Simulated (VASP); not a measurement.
# Ti3Al (P-6m2) in VASP: notebook, part 2 of 2

VASP 6.6.1. Earlier steps stand in the parts before.

## (3) Single point, PBE

This run uses another cell than the first one, of the same volume but with other edges.

INCAR

```
  PREC = Accurate
  ENCUT = 520
  EDIFF = 1E-6
  ISMEAR = 0
  SIGMA = 0.15
  LREAL = F
  LASPH = T
  NELM = 80
  ALGO = Fast
  ISIF = 2
  LWAVE = F
  LCHARG = F
  GGA = PE
  NBANDS = 28
```

KPOINTS

```
Automatic mesh
0
Gamma
  15 15 6
```

POSCAR

```
Ti3Al
1.0
    2.8555218141      0.0000000000      0.0000000000
   -1.4277609070      2.4729544320      0.0000000000
    0.0000000000      0.0000000000      9.7176262854
Ti Al
3 1
Direct
    0.6666666667      0.3333333333      0.0000000000
    0.3333333333      0.6666666667      0.7504575700
    0.3333333333      0.6666666667      0.2495424300
    0.6666666667      0.3333333333      0.5000000000
```

Potentials or basis: VASP PAW PBE potentials, release 64 (Ti_sv, Al).

Command:

```
$ cat potpaw_PBE.64/Ti_sv/POTCAR potpaw_PBE.64/Al/POTCAR > POTCAR
$ mpirun -np 1 vasp_std > vasp.out
```

OUTCAR:

```text
PREC = Accurate
   ENCUT = 520
   EDIFF = 1E-6
   ISMEAR = 0
   LREAL = F
   LASPH = T
   NELM = 80
   ISIF = 2
   GGA = PE

 ion  position               nearest neighbor table
   1  0.667  0.333  0.000-
   2  0.333  0.667  0.750-   4 2.94   4 2.94   4 2.94
   3  0.333  0.667  0.250-   4 2.94   4 2.94   4 2.94
   4  0.667  0.333  0.500-   2 2.94   3 2.94   2 2.94   3 2.94   2 2.94   3 2.94

  LATTYP: Found a hexagonal cell.
 ALAT       =     2.8555218141
 C/A-ratio  =     3.4030999999

  Lattice vectors:

 A1 = (   2.8555218141,   0.0000000000,   0.0000000000)
 A2 = (  -1.4277609070,   2.4729544320,   0.0000000000)
 A3 = (   0.0000000000,   0.0000000000,   9.7176262854)

Analysis of symmetry for initial positions (statically):
=====================================================================
 Subroutine PRICEL returns:
 Original cell was already a primitive cell.

 Routine SETGRP: Setting up the symmetry group for a
 hexagonal supercell.

 Subroutine GETGRP returns: Found 12 space group operations
 (whereof 12 operations were pure point group operations)
 out of a pool of 24 trial point group operations.

The static configuration has the point symmetry D_3h.

Analysis of symmetry for dynamics (positions and initial velocities):
=====================================================================
 Subroutine PRICEL returns:
 Original cell was already a primitive cell.

 Routine SETGRP: Setting up the symmetry group for a
 hexagonal supercell.

 Subroutine GETGRP returns: Found 12 space group operations
 (whereof 12 operations were pure point group operations)
 out of a pool of 24 trial point group operations.

The dynamic configuration has the point symmetry D_3h.

 Subroutine INISYM returns: Found 12 space group operations
 (whereof 12 operations are pure point group operations),
[... 116 lines left out ...]
   EFERMI_NEDOS =   21; number of points for ismear=-14 and -15
   IALGO  =     68    algorithm
   IMIX   =      4    mixing-type and parameters
     AMIX     =   0.40;   BMIX     =  1.00
     AMIX_MAG =   1.60;   BMIX_MAG =  1.00
  volume/ion in A,a.u.               =      17.16       115.77
  Fermi-wavevector in a.u.,A,eV,Ry     =   1.356050  2.562563 25.019375  1.838872
  Thomas-Fermi vector in A             =   2.483086
   LORBIT       =      0    0 simple, 1 ext, 2 COOP (PROOUT), +10 PAW based schemes
   GGA     = PE    functional components
   LHFCALC =     F    Hartree Fock is set to
   AEXX    =    0.0000 exact exchange contribution
   IVDW    =     0    specifies the selected vdW correction
   LEPSILON=     F    determine dielectric tensor
   LRPA    =     F    only Hartree local field effects (RPA)
 non-spin polarized calculation
 RMM-DIIS sequential band-by-band and
 Gauss-broadening in eV      SIGMA  =   0.15
  energy-cutoff  :      520.00
  volume of cell :       68.62
 maximum number of plane-waves:      1868
 NGX is ok and might be reduce to    24

 number of electron      39.0000016 magnetization

 Free energy of the ion-electron system (eV)
  ---------------------------------------------------
  ext. energy  EPLUGINS =         0.00000000
  ---------------------------------------------------
  free energy    TOTEN  =       -27.67173896 eV

  energy without entropy =      -27.62041943  energy(sigma->0) =      -27.64607919

 E-fermi :   8.0041     XC(G=0): -11.1813

 val. band max:        8.0037007564   @ k =   0.2667   0.1333   0.0000
 cond. band min:       8.0042917887   @ k =   0.3333  -0.0000   0.1667
 fundamental gap:      0.0005910323
 Fermi energy:         8.0040857274

 k-point     1 :       0.0000    0.0000    0.0000
  band No.  band energies     occupation
      1     -48.7098      2.00000
      2     -48.6674      2.00000
      3     -48.6318      2.00000
      4     -25.1871      2.00000
      5     -24.9697      2.00000
      6     -24.7392      2.00000
[... 733 lines left out ...]
     27      10.6134      0.00000
     28      11.2841      0.00000

 [... further k-points ...]

------------------------ aborting loop because EDIFF is reached ----------------------------------------

  FORCE on cell =-STRESS in cart. coord.  units (eV):
  Direction    XX          YY          ZZ          XY          YZ          ZX
  --------------------------------------------------------------------------------------
  -------------------------------------------------------------------------------------
  Total        1.3245347      1.3245347     -3.1117294      0.0000000     -0.0000000      0.0000000
  in kB       30.9251730     30.9251730    -72.6525094      0.0000000     -0.0000000      0.0000000
  external PRESSURE =      -3.6007212 kB  Pullay stress =       0.0000000 kB

 VOLUME and BASIS-vectors are now :
 -----------------------------------------------------------------------------
  energy-cutoff  :      520.00
  volume of cell :       68.62
      direct lattice vectors                 reciprocal lattice vectors
     2.855521814  0.000000000  0.000000000     0.350198691  0.202187308  0.000000000
    -1.427760907  2.472954432  0.000000000     0.000000000  0.404374616  0.000000000
     0.000000000  0.000000000  9.717626285     0.000000000  0.000000000  0.102905789

 POSITION                                       TOTAL-FORCE (eV/Angst)
 -----------------------------------------------------------------------------------
      1.42776      0.82432      0.00000        -0.000000      0.000000      0.000000
     -0.00000      1.64864      7.29267         0.000000     -0.000000     -0.191641
     -0.00000      1.64864      2.42496         0.000000      0.000000      0.191641
      1.42776      0.82432      4.85881        -0.000000      0.000000      0.000000
 -----------------------------------------------------------------------------------
    total drift:                                0.000000     -0.000000      0.000000

  FREE ENERGIE OF THE ION-ELECTRON SYSTEM (eV)
  ---------------------------------------------------
  free  energy   TOTEN  =       -27.6717389555 eV

  energy  without entropy=      -27.6204194341  energy(sigma->0) =      -27.64607919
```

stdout:

```text
POSCAR found type information on POSCAR TiAl
 POSCAR found :  2 types and       4 ions
 scaLAPACK will be used
 LDA part: xc-table for (Slater+PW92), standard interpolation
 POSCAR, INCAR and KPOINTS ok, starting setup
 FFT: planning ... GRIDC
 FFT: planning ... GRID_SOFT
 FFT: planning ... GRID
 WAVECAR not read
 entering main loop
WARNING in EDDRMM: call to ZHEGV failed, returncode =   8  4      5
WARNING in EDDRMM: call to ZHEGV failed, returncode =   6  3      8
WARNING in EDDRMM: call to ZHEGV failed, returncode =   6  3     16
WARNING in EDDRMM: call to ZHEGV failed, returncode =   8  4      7
WARNING in EDDRMM: call to ZHEGV failed, returncode =   6  3      9
WARNING in EDDRMM: call to ZHEGV failed, returncode =   8  4     12
WARNING in EDDRMM: call to ZHEGV failed, returncode =   6  3     15
WARNING in EDDRMM: call to ZHEGV failed, returncode =   8  4      4
WARNING in EDDRMM: call to ZHEGV failed, returncode =   6  3     12
WARNING in EDDRMM: call to ZHEGV failed, returncode =   8  4      9
WARNING in EDDRMM: call to ZHEGV failed, returncode =   8  4      5
```

It took 9.1 min on 1 thread of Intel Xeon Platinum 8488C (Sapphire Rapids), shared host; peak memory 0.31 GiB.

Results:

| Quantity | Value |
| --- | --- |
| Free energy | -27.6717 eV |
| Pressure | -0.4 GPa |
| Largest force | 0.192 eV/Å |
| Band gap on the k mesh | zero (an odd number of electrons rules out a gap without spin polarisation) |

Forces on the atoms (eV/Å):
```
Ti   0.000  0.000  0.000
Ti   0.000  0.000 -0.192
Ti   0.000  0.000  0.192
Al   0.000  0.000  0.000
```

## (4) Single point, PBE

INCAR

```
SYSTEM = Ti3Al
PREC = Accurate ; ENCUT = 520
EDIFF = 1E-7 ; ISMEAR = 0
SIGMA = 0.15 ; LREAL = .False.
LASPH = .True. ; NELM = 100
ALGO = Fast ; ISIF = 2
LWAVE = .False. ; LCHARG = .True.
GGA = PE ; LELF = .True.
LVHAR = .True. ; NBANDS = 28
```

KPOINTS

```
regular mesh
0
Gamma
  15 15 6
  0 0 0
```

POSCAR

```
Ti3Al
1.0
    2.9837618340      0.0000000000      0.0000000000
   -1.4918809170      2.5840135471      0.0000000000
    0.0000000000      0.0000000000      8.9002631747
Ti Al
3 1
Direct
    0.6666666667      0.3333333333      0.0000000000
    0.3333333333      0.6666666667      0.7558737898
    0.3333333333      0.6666666667      0.2441262102
    0.6666666667      0.3333333333      0.5000000000
```

Potentials or basis: VASP PAW PBE potentials, release 64 (Ti_sv, Al).

Command:

```
$ cat potpaw_PBE.64/Ti_sv/POTCAR potpaw_PBE.64/Al/POTCAR > POTCAR
$ mpirun -np 1 vasp_std > vasp.out
```

OUTCAR:

```text
SYSTEM = Ti3Al
   PREC = Accurate
   ENCUT = 520
   EDIFF = 1E-7
   ISMEAR = 0
   LREAL = .False.
   LASPH = .True.
   NELM = 100
   ISIF = 2
   GGA = PE

 ion  position               nearest neighbor table
   1  0.667  0.333  0.000-   2 2.77   3 2.77   2 2.77   3 2.77   2 2.77   3 2.77
   2  0.333  0.667  0.756-   1 2.77   1 2.77   1 2.77   4 2.86   4 2.86   4 2.86
   3  0.333  0.667  0.244-   1 2.77   1 2.77   1 2.77   4 2.86   4 2.86   4 2.86
   4  0.667  0.333  0.500-   2 2.86   3 2.86   2 2.86   3 2.86   2 2.86   3 2.86

  LATTYP: Found a hexagonal cell.
 ALAT       =     2.9837618340
 C/A-ratio  =     2.9829000000
[... 944 lines left out ...]
  --------------------------------------------------------------------------------------
  -------------------------------------------------------------------------------------
  Total       -0.8838354     -0.8838354      2.7494273      0.0000000      0.0000000     -0.0000000
  in kB      -20.6357461    -20.6357461     64.1934960      0.0000000      0.0000000     -0.0000000
  external PRESSURE =       7.6406679 kB  Pullay stress =       0.0000000 kB

 VOLUME and BASIS-vectors are now :
 -----------------------------------------------------------------------------
  energy-cutoff  :      520.00
  volume of cell :       68.62
      direct lattice vectors                 reciprocal lattice vectors
     2.983761834  0.000000000  0.000000000     0.335147393  0.193497438  0.000000000
    -1.491880917  2.584013547  0.000000000     0.000000000  0.386994875  0.000000000
     0.000000000  0.000000000  8.900263175     0.000000000  0.000000000  0.112356228

 POSITION                                       TOTAL-FORCE (eV/Angst)
 -----------------------------------------------------------------------------------
      1.49188      0.86134      0.00000        -0.000000      0.000000      0.000000
     -0.00000      1.72268      6.72748         0.000000     -0.000000     -0.384746
     -0.00000      1.72268      2.17279         0.000000      0.000000      0.384746
      1.49188      0.86134      4.45013        -0.000000      0.000000      0.000000
 -----------------------------------------------------------------------------------
    total drift:                                0.000000     -0.000000     -0.000000

  FREE ENERGIE OF THE ION-ELECTRON SYSTEM (eV)
  ---------------------------------------------------
  free  energy   TOTEN  =       -27.6711726894 eV

  energy  without entropy=      -27.6340249457  energy(sigma->0) =      -27.65259882
```

OSZICAR:

```text
N       E                     dE             d eps       ncg     rms          rms(c)
DAV:   1     0.471635270901E+03    0.47164E+03   -0.19561E+04  6048   0.162E+03
DAV:   2     0.271271953508E+02   -0.44451E+03   -0.43594E+03  6132   0.498E+02
DAV:   3    -0.253879889339E+02   -0.52515E+02   -0.51264E+02 10460   0.144E+02
DAV:   4    -0.310610904503E+02   -0.56731E+01   -0.56389E+01  8956   0.426E+01
[... 12 lines left out ...]
RMM:  58    -0.276711767213E+02    0.39369E-05   -0.35531E-06 10223   0.117E-02    0.321E-02
RMM:  59    -0.276711725283E+02    0.41931E-05   -0.55994E-06 10679   0.139E-02    0.263E-02
RMM:  60    -0.276711721499E+02    0.37838E-06   -0.17784E-06  8055   0.475E-03    0.252E-02
RMM:  61    -0.276711726288E+02   -0.47895E-06   -0.87018E-07  6918   0.440E-03    0.260E-02
RMM:  62    -0.276711726894E+02   -0.60541E-07   -0.96141E-07  5810   0.350E-03
   1 F= -.27671173E+02 E0= -.27652599E+02  d E =-.371477E-01
```

stdout:

```text
POSCAR found type information on POSCAR TiAl
[... 53 lines left out ...]
 num prob  num prob  num prob  num prob  num prob  num prob  num prob  num prob WARNING in EDDRMM: call to ZHEGV failed, returncode =   8  4     27
 num prob  num prob  num prob  num prob  num prob  num prob  num prob  num prob  num prob  num prob  num prob  num prob RMM:  42    -0.276711804288E+02   -0.23087E-05   -0.14861E-05  8704   0.124E-02    0.349E-02
 num
```

It took 14 min on 1 thread of Intel Xeon Platinum 8488C (Sapphire Rapids), shared host; peak memory 0.31 GiB.

What came out:

* Free energy: -27.6712 eV
* Pressure: 0.8 GPa
* Largest force: 0.385 eV/Å
* Band gap on the k mesh: zero (an odd number of electrons rules out a gap without spin polarisation)

Forces in eV/Å, atoms in the order of the input:
```
Ti   0.000  0.000  0.000
Ti   0.000  0.000 -0.385
Ti   0.000  0.000  0.385
Al   0.000  0.000  0.000
```

## (5) Single point, PBE

This run uses another cell than the first one, of the same volume but with other edges.

INCAR

```
SYSTEM = Ti3Al
PREC = Accurate
ENCUT = 520
EDIFF = 1E-6
ISMEAR = 0
SIGMA = 0.15
LREAL = .FALSE.
LASPH = .TRUE.
NELM = 60
ALGO = Fast
ISIF = 2
LWAVE = .FALSE.
LCHARG = .TRUE.
GGA = PE
LELF = .TRUE.
LVHAR = .TRUE.
NBANDS = 28
```

KPOINTS

```
regular mesh
0
G
  15 15 6
  0 0 0
```

POSCAR

```
Ti3Al
1.0
    3.0123075325      0.0000000000      0.0000000000
   -1.5061537662      2.6087348472      0.0000000000
    0.0000000000      0.0000000000      8.7323783060
Ti Al
3 1
Direct
    0.6666666667      0.3333333333      0.0000000000
    0.3333333333      0.6666666667      0.7504575700
    0.3333333333      0.6666666667      0.2495424300
    0.6666666667      0.3333333333      0.5000000000
```

Potentials or basis: VASP PAW PBE potentials, release 64 (Ti_sv, Al).

Command:

```
$ cat potpaw_PBE.64/Ti_sv/POTCAR potpaw_PBE.64/Al/POTCAR > POTCAR
$ mpirun -np 1 vasp_std > vasp.out
```

OUTCAR:

```text
SYSTEM = Ti3Al
   PREC = Accurate
   ENCUT = 520
   EDIFF = 1E-6
   ISMEAR = 0
   LREAL = .FALSE.
   LASPH = .TRUE.
   NELM = 60
   ISIF = 2
   GGA = PE

 ion  position               nearest neighbor table
   1  0.667  0.333  0.000-   2 2.79   3 2.79   2 2.79   3 2.79   2 2.79   3 2.79
   2  0.333  0.667  0.750-   1 2.79   1 2.79   1 2.79   4 2.79   4 2.79   4 2.79
   3  0.333  0.667  0.250-   1 2.79   1 2.79   1 2.79   4 2.79   4 2.79   4 2.79
   4  0.667  0.333  0.500-   2 2.79   3 2.79   2 2.79   3 2.79   2 2.79   3 2.79

  LATTYP: Found a hexagonal cell.
 ALAT       =     3.0123075325
 C/A-ratio  =     2.8989000000

  Lattice vectors:

 A1 = (   3.0123075325,   0.0000000000,   0.0000000000)
 A2 = (  -1.5061537662,   2.6087348472,   0.0000000000)
 A3 = (   0.0000000000,   0.0000000000,   8.7323783060)

Analysis of symmetry for initial positions (statically):
=====================================================================
 Subroutine PRICEL returns:
 Original cell was already a primitive cell.

 Routine SETGRP: Setting up the symmetry group for a
 hexagonal supercell.

 Subroutine GETGRP returns: Found 12 space group operations
 (whereof 12 operations were pure point group operations)
[... 171 lines left out ...]

 val. band max:        7.9205278508   @ k =   0.2000   0.0000   0.0000
 cond. band min:       7.9379363767   @ k =   0.3333   0.2667   0.1667
 fundamental gap:      0.0174085260
 Fermi energy:         7.9270350295

 k-point     1 :       0.0000    0.0000    0.0000
  band No.  band energies     occupation
      1     -48.8380      2.00000
      2     -48.7606      2.00000
      3     -48.6989      2.00000
      4     -25.3793      2.00000
      5     -25.0872      2.00000
      6     -24.8484      2.00000
[... 733 lines left out ...]
     27      10.8070      0.00000
     28      11.9649      0.00000

 [... further k-points ...]

------------------------ aborting loop because EDIFF is reached ----------------------------------------

  FORCE on cell =-STRESS in cart. coord.  units (eV):
  Direction    XX          YY          ZZ          XY          YZ          ZX
  --------------------------------------------------------------------------------------
  -------------------------------------------------------------------------------------
  Total       -1.9338447     -1.9338447      3.6265051     -0.0000000     -0.0000000     -0.0000000
  in kB      -45.1513129    -45.1513129     84.6714667     -0.0000000     -0.0000000     -0.0000000
  external PRESSURE =      -1.8770531 kB  Pullay stress =       0.0000000 kB

 VOLUME and BASIS-vectors are now :
 -----------------------------------------------------------------------------
  energy-cutoff  :      520.00
  volume of cell :       68.62
      direct lattice vectors                 reciprocal lattice vectors
     3.012307532  0.000000000  0.000000000     0.331971417  0.191663787  0.000000000
    -1.506153766  2.608734847  0.000000000     0.000000000  0.383327574  0.000000000
     0.000000000  0.000000000  8.732378306     0.000000000  0.000000000  0.114516340

 POSITION                                       TOTAL-FORCE (eV/Angst)
 -----------------------------------------------------------------------------------
      1.50615      0.86958      0.00000        -0.000000      0.000000     -0.000000
     -0.00000      1.73916      6.55328         0.000000      0.000000      0.106075
     -0.00000      1.73916      2.17910         0.000000     -0.000000     -0.106075
      1.50615      0.86958      4.36619        -0.000000      0.000000     -0.000000
 -----------------------------------------------------------------------------------
    total drift:                                0.000000     -0.000000      0.000000

  FREE ENERGIE OF THE ION-ELECTRON SYSTEM (eV)
  ---------------------------------------------------
  free  energy   TOTEN  =       -27.0522077435 eV

  energy  without entropy=      -27.0129135316  energy(sigma->0) =      -27.03256064
```

OSZICAR:

```text
N       E                     dE             d eps       ncg     rms          rms(c)
DAV:   1     0.470917096869E+03    0.47092E+03   -0.19612E+04  6048   0.162E+03
DAV:   2     0.270064999195E+02   -0.44391E+03   -0.43550E+03  6124   0.498E+02
DAV:   3    -0.255814202765E+02   -0.52588E+02   -0.51240E+02 10472   0.144E+02
[... 37 lines left out ...]
RMM:  41    -0.270521450556E+02   -0.39010E-05   -0.14126E-04 10585   0.813E-02    0.993E-02
RMM:  42    -0.270521612613E+02   -0.16206E-04   -0.73286E-05 10564   0.550E-02    0.132E-01
RMM:  43    -0.270521913442E+02   -0.30083E-04   -0.61704E-05 10317   0.539E-02    0.168E-01
RMM:  44    -0.270522074345E+02   -0.16090E-04   -0.32720E-05  9806   0.346E-02    0.186E-01
RMM:  45    -0.270522086586E+02   -0.12241E-05   -0.14641E-05  8138   0.185E-02    0.190E-01
RMM:  46    -0.270522077435E+02    0.91510E-06   -0.77264E-06  6981   0.144E-02
   1 F= -.27052208E+02 E0= -.27032561E+02  d E =-.392942E-01
```

It took 10 min on 1 thread of Intel Xeon Platinum 8488C (Sapphire Rapids), shared host; peak memory 0.31 GiB.

The run converged, but its numbers aren't listed here, since they failed a check.

## (6) Summary

```csv
cell,further INCAR settings,gap on the mesh (eV),pressure (GPa),largest force (eV/Å)
"a = 2.956, b = 2.956, c = 9.067 Å, angles 90.0, 90.0, 120.0°, 4 atoms, atomic positions A",ALGO = Fast; EDIFF = 1e-06; NBANDS = 28,none,0.7,0.83
"a = 2.856, b = 2.856, c = 9.718 Å, angles 90.0, 90.0, 120.0°, 4 atoms, atomic positions B",ALGO = Fast; EDIFF = 1e-06; NBANDS = 28,none,-0.4,0.19
"a = 2.984, b = 2.984, c = 8.900 Å, angles 90.0, 90.0, 120.0°, 4 atoms, atomic positions C",ALGO = Fast; EDIFF = 1e-07; NBANDS = 28,none,0.8,0.38
```

Alike in all rows: task single point; level PBE; potentials or basis VASP PAW PBE potentials, release 64 (Ti_sv, Al); no spin polarisation; k mesh 15 × 15 × 6; cutoff (eV) 520; smearing gaussian 0.15 eV.

Total energies depend on the potentials used, so only differences within one code and one set of settings carry meaning.
